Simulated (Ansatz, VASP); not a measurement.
Two plane-wave programs on MgO

```
Mg O
1.0
     5.63354    0.00000    0.00000
     0.00000    5.63354    0.00000
     0.00000    0.00000    5.63354
Mg O
6 6
Direct
  0.25000 0.98709 0.50000
  0.00000 0.51371 0.25000
  0.50000 0.73999 0.00000
  0.75000 0.98709 0.50000
  0.00000 0.51371 0.75000
  0.50000 0.23999 0.00000
  0.25000 0.51920 0.00000
  0.50000 0.99833 0.25000
  0.00000 0.74647 0.50000
  0.75000 0.51920 0.00000
  0.50000 0.99833 0.75000
  0.00000 0.24647 0.50000
```

Change from the starting cell: mode 14 frozen in at -0.075 Å and mode 24 at -0.056 Å (largest displacements).

Alike in both runs: task single point; functional PBE; k mesh 4 × 4 × 4; occupations gaussian, width 0.05 eV; no spin polarisation.

|  | VASP | Ansatz |
| --- | --- | --- |
| version | VASP 6.6.1 | Ansatz 0.2.0 |
| potentials or method | VASP PAW PBE potentials, release 64 (Mg, O), cutoff 520 eV | scalar-relativistic, plane waves, PAW |
| valence electrons in the cell | 48 | 96 |

Ansatz gave:

| Quantity | Value |
| --- | --- |
| gap on the k mesh at the Fermi level (eV) | 2.86 |
| least direct gap on the mesh (eV) | 2.86 |
| pressure (GPa) | 0.7 |
| traceless stress, the component that is largest in VASP (GPa) | 0.38 |
| rms of the force components (eV/Å) | 0.515 |

Question: Estimate VASP's values.

Answer: gap on the k mesh at the Fermi level (eV): 2.84; least direct gap on the mesh (eV): 2.85; pressure (GPa): 0.4; traceless stress, the component that is largest in VASP (GPa): 0.39; rms of the force components (eV/Å): 0.521.

Atom by atom the forces differ by 0.006 eV/Å (rms over components). VASP's potentials hold 48 valence electrons a cell and Ansatz's 96, so a difference there can come from the potentials and not from the codes.
